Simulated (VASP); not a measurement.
# V (Fm-3m) in VASP: further runs

Runs on V. Level: BLYP. Tasks: single point.

Everything below comes from runs of VASP 6.6.1. Logs are shortened: lines on timing, memory, paths and dates and some standing lists are left out, and cuts for length are marked.

## 1. The cell of the first run

The structure is cubic, space group Fm-3m (No. 225). Conventional cell: a = 3.694 Å, b = 3.694 Å, c = 3.694 Å, α = 90.00°, β = 90.00°, γ = 90.00°. V (site symmetry m-3m) has 12 V at 2.61 Å within 3.4 Å.

## 2. Single point, BLYP (volume scaled by 0.88)

Input file INCAR:

```
AGGAC = 1.0 ; AGGAX = 1.0
ALDAC = 0.0 ; ALDAX = 1.0
ALGO = Normal ; EDIFF = 1E-6
ENCUT = 520 ; GGA = B5
ISIF = 2 ; ISMEAR = -1
LASPH = True ; LCHARG = True
LELF = True ; LREAL = False
LVHAR = True ; LWAVE = False
NBANDS = 12 ; NELM = 60
PREC = Accurate ; SIGMA = 0.1
```

Input file KPOINTS:

```
k-points
0
Gamma
  16 16 16
```

Input file POSCAR:

```
V
1.0
    0.0000000000      1.8471982803      1.8471982803
    1.8471982803      0.0000000000      1.8471982803
    1.8471982803      1.8471982803      0.0000000000
V
1
Direct
    0.0000000000      0.0000000000      0.0000000000
```

Potentials or basis: VASP PAW PBE potentials, release 64 (V_sv).

Command:

```console
cat potpaw_PBE.64/V_sv/POTCAR > POTCAR
mpirun -np 1 vasp_std > vasp.out
```

OUTCAR:

```text
EDIFF = 1E-6
   ENCUT = 520
   GGA = B5
   ISIF = 2
   ISMEAR = -1
   LASPH = True
   LREAL = False
   NELM = 60
   PREC = Accurate

 ion  position               nearest neighbor table
   1  0.000  0.000  0.000-

  LATTYP: Found a face centered cubic cell.
 ALAT       =     3.6943965606

  Lattice vectors:

 A1 = (   0.0000000000,   1.8471982803,   1.8471982803)
 A2 = (   1.8471982803,   0.0000000000,   1.8471982803)
 A3 = (   1.8471982803,   1.8471982803,   0.0000000000)

Analysis of symmetry for initial positions (statically):
=====================================================================
 Subroutine PRICEL returns:
 Original cell was already a primitive cell.

 Routine SETGRP: Setting up the symmetry group for a
 face centered cubic supercell.

 Subroutine GETGRP returns: Found 48 space group operations
 (whereof 48 operations were pure point group operations)
 out of a pool of 48 trial point group operations.

The static configuration has the point symmetry O_h .

Analysis of symmetry for dynamics (positions and initial velocities):
=====================================================================
 Subroutine PRICEL returns:
 Original cell was already a primitive cell.

 Routine SETGRP: Setting up the symmetry group for a
 face centered cubic supercell.

 Subroutine GETGRP returns: Found 48 space group operations
 (whereof 48 operations were pure point group operations)
 out of a pool of 48 trial point group operations.

The dynamic configuration has the point symmetry O_h .

 Subroutine INISYM returns: Found 48 space group operations
 (whereof 48 operations are pure point group operations),
 and found     1 'primitive' translations

----------------------------------------------------------------------------------------

                                     Primitive cell

  volume of cell :      12.6058

  direct lattice vectors                    reciprocal lattice vectors
     0.000000000  1.847198280  1.847198280    -0.270680200  0.270680200  0.270680200
     1.847198280  0.000000000  1.847198280     0.270680200 -0.270680200  0.270680200
     1.847198280  1.847198280  0.000000000     0.270680200  0.270680200 -0.270680200

  length of vectors
     2.612332860  2.612332860  2.612332860     0.468831859  0.468831859  0.468831859

  position of ions in fractional coordinates (direct lattice)
     0.000000000  0.000000000  0.000000000

  ion indices of the primitive-cell ions
   primitive index   ion index
                 1           1

----------------------------------------------------------------------------------------

 KPOINTS: k-points

Automatic generation of k-mesh.
 Grid dimensions read from file:
 generate k-points for:   16   16   16

 Generating k-lattice:

  Cartesian coordinates                     Fractional coordinates (reciprocal lattice)
    -0.016917513  0.016917513  0.016917513     0.062500000  0.000000000  0.000000000
     0.016917513 -0.016917513  0.016917513     0.000000000  0.062500000  0.000000000
     0.016917513  0.016917513 -0.016917513     0.000000000  0.000000000  0.062500000

  Length of vectors
     0.029301991  0.029301991  0.029301991

  Shift w.r.t. Gamma in fractional coordinates (k-lattice)
     0.000000000  0.000000000  0.000000000

 Subroutine IBZKPT returns following result:
 ===========================================

 Found    145 irreducible k-points:

 Following reciprocal coordinates:
            Coordinates               Weight
  0.000000  0.000000  0.000000      1.000000
  0.062500  0.000000  0.000000      8.000000
  0.125000  0.000000  0.000000      8.000000
  0.187500  0.000000  0.000000      8.000000
  0.250000  0.000000  0.000000      8.000000
  0.312500  0.000000  0.000000      8.000000
[... 16 lines left out ...]
 -0.125000  0.062500  0.000000     24.000000
 -0.062500  0.062500  0.000000     12.000000
 [... further k-points ...]
   k-points           NKPTS =    145   k-points in BZ     NKDIM =    145   number of bands    NBANDS=     12
   number of dos      NEDOS =    301   number of ions     NIONS =      1
   total plane-waves  NPLWV =   8000
   dimension x,y,z NGX =    20 NGY =   20 NGZ =   20
   dimension x,y,z NGXF=    40 NGYF=   40 NGZF=   40
   ions per type =               1
   NGX,Y,Z   is equivalent  to a cutoff of  12.73, 12.73, 12.73 a.u.
   NGXF,Y,Z  is equivalent  to a cutoff of  25.46, 25.46, 25.46 a.u.
 SYSTEM =  unknown system
   PREC   = accura    normal or accurate (medium, high low for compatibility)
   ISTART =      0    job   : 0-new  1-cont  2-samecut
   ICHARG =      2    charge: 1-file 2-atom 10-const
   ISPIN  =      1    spin polarized calculation?
   LNONCOLLINEAR =      F non collinear calculations
   LSORBIT =      F    spin-orbit coupling
   LASPH  =      T    aspherical Exc in radial PAW
   ENCUT  =  520.0 eV  38.22 Ry    6.18 a.u.   4.86  4.86  4.86*2*pi/ulx,y,z
   NELM   =     60;   NELMIN=  2; NELMDL= -5     # of ELM steps
   EDIFF  = 0.1E-05   stopping-criterion for ELM
   LREAL  =      F    real-space projection
   EDIFFG = 0.1E-04   stopping-criterion for IOM
   NSW    =      0    number of steps for IOM
   IBRION =     -1    ionic relax: 0-MD 1-quasi-New 2-CG
   NFREE  =      0    steps in history (QN), initial steepest desc. (CG)
   ISIF   =      2    stress and relaxation
   ISYM   =      2    0-nonsym 1-usesym 2-fastsym
   POTIM  = 0.5000    time-step for ionic-motion
   TEBEG  =    0.0;   TEEND  =   0.0 temperature during run
   PSTRESS=    0.0 pullay stress
   NELECT =      13.0000    total number of electrons
   NUPDOWN=      -1.0000    fix difference up-down
   EMIN   =  10.00;   EMAX   =-10.00  energy-range for DOS
   EFERMI =   0.00;   METHOD = LEGACY
   ISMEAR =    -1;   SIGMA  =   0.10  broadening in eV -4-tet -1-fermi 0-gaus
   EFERMI_NEDOS =   21; number of points for ismear=-14 and -15
   IALGO  =     38    algorithm
   IMIX   =      4    mixing-type and parameters
     AMIX     =   0.40;   BMIX     =  1.00
     AMIX_MAG =   1.60;   BMIX_MAG =  1.00
  volume/ion in A,a.u.               =      12.61        85.07
  Fermi-wavevector in a.u.,A,eV,Ry     =   1.653988  3.125585 37.221149  2.735677
  Thomas-Fermi vector in A             =   2.742333
   LORBIT       =      0    0 simple, 1 ext, 2 COOP (PROOUT), +10 PAW based schemes
[... 43 lines left out ...]

 k-point     2 :       0.0625    0.0000    0.0000
  band No.  band energies     occupation
      1     -52.3298      2.00000
      2     -25.7487      2.00000
      3     -25.7098      2.00000
      4     -25.7098      2.00000
      5       4.6900      2.00000
      6      11.3974      1.00857
      7      11.5418      0.38695
      8      11.5418      0.38694
      9      13.4500      0.00000
     10      13.4500      0.00000
     11      29.8679      0.00000
     12      34.2974      0.00000

 k-point     3 :       0.1250    0.0000    0.0000
  band No.  band energies     occupation
      1     -52.3037      2.00000
      2     -25.8739      2.00000
      3     -25.7251      2.00000
      4     -25.7251      2.00000
      5       5.1487      2.00000
      6      11.1719      1.81305
      7      11.6844      0.10899
      8      11.6844      0.10899
      9      13.3790      0.00000
     10      13.3790      0.00000
     11      30.0811      0.00000
     12      32.2864      0.00000

 k-point     4 :       0.1875    0.0000    0.0000
  band No.  band energies     occupation
      1     -52.2643      2.00000
      2     -26.0589      2.00000
      3     -25.7479      2.00000
      4     -25.7479      2.00000
      5       5.8443      2.00000
      6      10.9073      1.98548
      7      11.8143      0.03098
      8      11.8143      0.03098
      9      13.3823      0.00000
     10      13.3823      0.00000
     11      29.3219      0.00000
     12      31.0890      0.00000

 k-point     5 :       0.2500    0.0000    0.0000
  band No.  band energies     occupation
      1     -52.2176      2.00000
      2     -26.2737      2.00000
      3     -25.7747      2.00000
      4     -25.7747      2.00000
      5       6.6453      2.00000
      6      10.7604      1.99664
      7      11.8099      0.03233
      8      11.8100      0.03233
      9      13.5854      0.00000
     10      13.5854      0.00000
     11      27.3933      0.00000
     12      30.7106      0.00000

 k-point     6 :       0.3125    0.0000    0.0000
  band No.  band energies     occupation
      1     -52.1705      2.00000
      2     -26.4848      2.00000
      3     -25.8014      2.00000
      4     -25.8014      2.00000
      5       7.3229      2.00000
      6      10.9457      1.97875
      7      11.6798      0.11389
      8      11.6798      0.11389
      9      13.9634      0.00000
     10      13.9634      0.00000
     11      25.3849      0.00000
     12      30.1295      0.00000

 k-point     7 :       0.3750    0.0000    0.0000
  band No.  band energies     occupation
      1     -52.1302      2.00000
      2     -26.6612      2.00000
      3     -25.8239      2.00000
      4     -25.8239      2.00000
      5       7.6783      2.00000
      6      11.5209      0.45668
      7      11.5209      0.45667
      8      11.5732      0.29842
      9      14.3753      0.00000
     10      14.3753      0.00000
     11      23.5447      0.00000
     12      29.5038      0.00000

 k-point     8 :       0.4375    0.0000    0.0000
  band No.  band energies     occupation
      1     -52.1032      2.00000
      2     -26.7778      2.00000
      3     -25.8389      2.00000
      4     -25.8389      2.00000
      5       7.7817      2.00000
      6      11.4030      0.98035
      7      11.4030      0.98033
      8      12.3491      0.00015
      9      14.6868      0.00000
     10      14.6868      0.00000
     11      22.1347      0.00000
     12      29.0577      0.00000
[... 166 lines left out ...]
 k-point    20 :      -0.3125    0.0625    0.0000
  band No.  band energies     occupation
      1     -52.1510      2.00000
      2     -26.5426      2.00000
      3     -25.8541      2.00000
      4     -25.8001      2.00000
      5       7.6039      2.00000
      6      10.9642      1.97448
      7      11.5437      0.38114
      8      11.7008      0.09334
      9      13.8327      0.00000
     10      14.5411      0.00000
     11      24.8031      0.00000
     12      29.8587      0.00000

 k-point    21 :      -0.2500    0.0625    0.0000
  band No.  band energies     occupation
      1     -52.1958      2.00000
      2     -26.3467      2.00000
      3     -25.8285      2.00000
      4     -25.7718      2.00000
      5       7.0211      2.00000
      6      10.6689      1.99865
      7      11.7212      0.07674
      8      11.8647      0.01884
      9      13.3823      0.00000
     10      14.0939      0.00000
     11      26.7915      0.00000
     12      30.4236      0.00000

 k-point    22 :      -0.1875    0.0625    0.0000
  band No.  band energies     occupation
      1     -52.2427      2.00000
      2     -26.1377      2.00000
      3     -25.7977      2.00000
      4     -25.7449      2.00000
      5       6.2333      2.00000
      6      10.7448      1.99712
      7      11.8255      0.02774
      8      11.9225      0.01061
      9      13.1174      0.00000
     10      13.7388      0.00000
     11      28.7996      0.00000
     12      30.8179      0.00000

 k-point    23 :      -0.1250    0.0625    0.0000
  band No.  band energies     occupation
      1     -52.2845      2.00000
      2     -25.9481      2.00000
      3     -25.7656      2.00000
      4     -25.7237      2.00000
      5       5.4898      2.00000
      6      10.9920      1.96646
      7      11.7874      0.04036
      8      11.7946      0.03759
      9      13.1393      0.00000
     10      13.5570      0.00000
     11      30.1210      0.00000
     12      31.5130      0.00000

 k-point    24 :      -0.0625    0.0625    0.0000
  band No.  band energies     occupation
      1     -52.3150      2.00000
      2     -25.8108      2.00000
      3     -25.7347      2.00000
      4     -25.7113      2.00000
      5       4.9492      2.00000
      6      11.2465      1.64292
      7      11.6244      0.19009
      8      11.6536      0.14546
      9      13.3002      0.00000
     10      13.5003      0.00000
     11      30.0499      0.00000
     12      33.1966      0.00000

 [... further k-points ...]
[... 5 lines left out ...]
  --------------------------------------------------------------------------------------
  -------------------------------------------------------------------------------------
  Total        2.1113976      2.1113976      2.1113976      0.0000000     -0.0000000      0.0000000
  in kB      268.3552288    268.3552288    268.3552288      0.0000000     -0.0000000      0.0000000
  external PRESSURE =     268.3552288 kB  Pullay stress =       0.0000000 kB

 VOLUME and BASIS-vectors are now :
 -----------------------------------------------------------------------------
  energy-cutoff  :      520.00
  volume of cell :       12.61
      direct lattice vectors                 reciprocal lattice vectors
     0.000000000  1.847198280  1.847198280    -0.270680200  0.270680200  0.270680200
     1.847198280  0.000000000  1.847198280     0.270680200 -0.270680200  0.270680200
     1.847198280  1.847198280  0.000000000     0.270680200  0.270680200 -0.270680200

 POSITION                                       TOTAL-FORCE (eV/Angst)
 -----------------------------------------------------------------------------------
      0.00000      0.00000      0.00000        -0.000000     -0.000000      0.000000
 -----------------------------------------------------------------------------------
    total drift:                                0.000000      0.000000      0.000000

  FREE ENERGIE OF THE ION-ELECTRON SYSTEM (eV)
  ---------------------------------------------------
  free  energy   TOTEN  =        -7.5082108314 eV

  energy  without entropy=       -7.4532395853  energy(sigma->0) =       -7.48072521
```

Wall time 9.6 s (1 thread of Intel Xeon 6975P-C (Granite Rapids), shared host); peak memory 0.13 GiB.

What came out:

```
Free energy : -7.5082 eV
Pressure    : 26.8 GPa
```

Levels at points of the mesh, in eV from the Fermi level:
```
           k point  band 2  band 3  band 4  band 5  band 6  band 7  band 8  band 9  band 10  band 11
(0.00, 0.00, 0.00)  -37.10  -37.10  -37.10   -6.87    0.09    0.09    0.09    2.09     2.09    18.34
(0.50, 0.00, 0.00)  -38.22  -37.24  -37.24   -3.60   -0.04   -0.04    1.32    3.40     3.40    10.18
(0.50, 0.50, 0.00)  -38.14  -37.49  -37.49   -3.86   -3.03    3.40    3.74    3.74     4.11    13.06
```

Caveat: the cell differs from its parent crystal (volume scaled by 0.88); the PAW data sets were made with another functional, which shifts forces and pressure a little.

## 3. Single point, BLYP (volume scaled by 0.92)

Input file INCAR:

```
PREC = Accurate ; ENCUT = 520
EDIFF = 1E-6 ; ISMEAR = -1
SIGMA = 0.1 ; LREAL = F
LASPH = T ; NELM = 60
ALGO = Normal ; ISIF = 2
LWAVE = F ; LCHARG = F
GGA = B5 ; ALDAX = 1.0
AGGAX = 1.0 ; AGGAC = 1.0
ALDAC = 0.0 ; NBANDS = 12
```

Input file KPOINTS:

```
regular mesh
0
Gamma
  16 16 16
```

Input file POSCAR:

```
V
1.0
    0.0000000000      1.8747724691      1.8747724691
    1.8747724691      0.0000000000      1.8747724691
    1.8747724691      1.8747724691      0.0000000000
V
1
Direct
    0.0000000000      0.0000000000      0.0000000000
```

Potentials or basis: VASP PAW PBE potentials, release 64 (V_sv).

Command:

```console
cat potpaw_PBE.64/V_sv/POTCAR > POTCAR
mpirun -np 1 vasp_std > vasp.out
```

It took 9.4 s on 1 thread of Intel Xeon 6975P-C (Granite Rapids), shared host; peak memory 0.13 GiB.

Results (log left out):

| Quantity | Value |
| --- | --- |
| Free energy | -7.5847 eV |
| Pressure | 16.2 GPa |

Levels at points of the mesh, in eV from the Fermi level:
```
           k point  band 2  band 3  band 4  band 5  band 6  band 7  band 8  band 9  band 10  band 11
(0.00, 0.00, 0.00)  -37.21  -37.21  -37.21   -6.77    0.10    0.10    0.10    1.98     1.98    18.08
(0.50, 0.00, 0.00)  -38.18  -37.33  -37.33   -3.45   -0.01   -0.01    1.17    3.22     3.22     9.62
(0.50, 0.50, 0.00)  -38.11  -37.55  -37.55   -3.64   -2.84    3.22    3.53    3.53     3.85    12.47
```

Caveat: the cell differs from its parent crystal (volume scaled by 0.92); the PAW data sets were made with another functional, which shifts forces and pressure a little.

## 4. Single point, BLYP (volume scaled by 0.96)

Input file INCAR:

```
SYSTEM = V
  PREC = Accurate
  ENCUT = 520
  EDIFF = 1E-6
  ISMEAR = -1
  SIGMA = 0.1
  LREAL = .False.
  LASPH = .True.
  NELM = 100
  ALGO = Normal
  ISIF = 2
  LWAVE = .False.
  LCHARG = .False.
  GGA = B5
  ALDAX = 1.0
  AGGAX = 1.0
  AGGAC = 1.0
  ALDAC = 0.0
  NBANDS = 12
```

Input file KPOINTS:

```
regular mesh
0
Gamma
  16 16 16
  0 0 0
```

Input file POSCAR:

```
V
1.0
    0.0000000000      1.9015585519      1.9015585519
    1.9015585519      0.0000000000      1.9015585519
    1.9015585519      1.9015585519      0.0000000000
V
1
Direct
    0.0000000000      0.0000000000      0.0000000000
```

Command:

```console
cat potpaw_PBE.64/V_sv/POTCAR > POTCAR
mpirun -np 1 vasp_std > vasp.out
```

Wall time 9.2 s (1 thread of Intel Xeon 6975P-C (Granite Rapids), shared host); peak memory 0.14 GiB.

Results (log left out):

| Property | Result |
| --- | --- |
| Free energy | -7.6266 eV |
| Pressure | 7.5 GPa |

Levels at points of the mesh, in eV from the Fermi level:
```
           k point  band 3  band 4  band 5  band 6  band 7  band 8  band 9  band 10
(0.00, 0.00, 0.00)  -37.30  -37.30   -6.67    0.11    0.11    0.11    1.89     1.89
(0.50, 0.00, 0.00)  -37.41  -37.41   -3.31    0.01    0.01    1.06    3.05     3.05
(0.50, 0.50, 0.00)  -37.60  -37.60   -3.43   -2.67    3.05    3.34    3.34     3.63
```

Caveat: the cell differs from its parent crystal (volume scaled by 0.96); the PAW data sets were made with another functional, which shifts forces and pressure a little.

## 5. Single point, BLYP

This run uses another cell than the first one, of 14.32 Å³/atom, 1.136 times its volume.

Input file INCAR:

```
SYSTEM = V
  AGGAC = 1.0
  AGGAX = 1.0
  ALDAC = 0.0
  ALDAX = 1.0
  ALGO = Normal
  EDIFF = 1E-6
  ENCUT = 520
  GGA = B5
  ISIF = 2
  ISMEAR = -1
  LASPH = .True.
  LCHARG = .False.
  LREAL = .False.
  LWAVE = .False.
  NBANDS = 12
  NELM = 80
  PREC = Accurate
  SIGMA = 0.1
```

Input file KPOINTS:

```
k-points
0
Gamma
  16 16 16
  0 0 0
```

Input file POSCAR:

```
V
1.0
    0.0000000000      1.9276105365      1.9276105365
    1.9276105365      0.0000000000      1.9276105365
    1.9276105365      1.9276105365      0.0000000000
V
1
Direct
    0.0000000000      0.0000000000      0.0000000000
```

Command:

```console
cat potpaw_PBE.64/V_sv/POTCAR > POTCAR
mpirun -np 1 vasp_std > vasp.out
```

Wall time 10 s (1 thread of Intel Xeon 6975P-C (Granite Rapids), shared host); peak memory 0.14 GiB.

It converged, with:

- Free energy: -7.6402 eV
- Pressure: 0.2 GPa

Levels at points of the mesh, in eV from the Fermi level:
| k point | band 4 | band 5 | band 6 | band 7 | band 8 | band 9 |
| --- | --- | --- | --- | --- | --- | --- |
| (0.00, 0.00, 0.00) | -37.39 | -6.56 | 0.11 | 0.11 | 0.11 | 1.80 |
| (0.50, 0.00, 0.00) | -37.49 | -3.19 | 0.03 | 0.03 | 0.96 | 2.89 |
| (0.50, 0.50, 0.00) | -37.65 | -3.24 | -2.51 | 2.89 | 3.16 | 3.16 |

Caveat: the PAW data sets were made with another functional, which shifts forces and pressure a little.

## 6. The runs side by side

| cell | gap on the mesh (eV) | pressure (GPa) |
| --- | --- | --- |
| a = 2.612 Å, angles 60.0°, 1 atom | none | 26.8 |
| a = 2.651 Å, angles 60.0°, 1 atom | none | 16.2 |
| a = 2.689 Å, angles 60.0°, 1 atom | none | 7.5 |
| a = 2.726 Å, angles 60.0°, 1 atom | none | 0.2 |

Alike in all rows: task single point; level BLYP; potentials or basis VASP PAW PBE potentials, release 64 (V_sv); no spin polarisation; k mesh 16 × 16 × 16; cutoff (eV) 520; smearing fermi-dirac 0.1 eV.

Caveats: the PAW data sets were made with another functional, which shifts forces and pressure a little.

Total energies depend on the potentials used, so only differences within one code and one set of settings carry meaning.
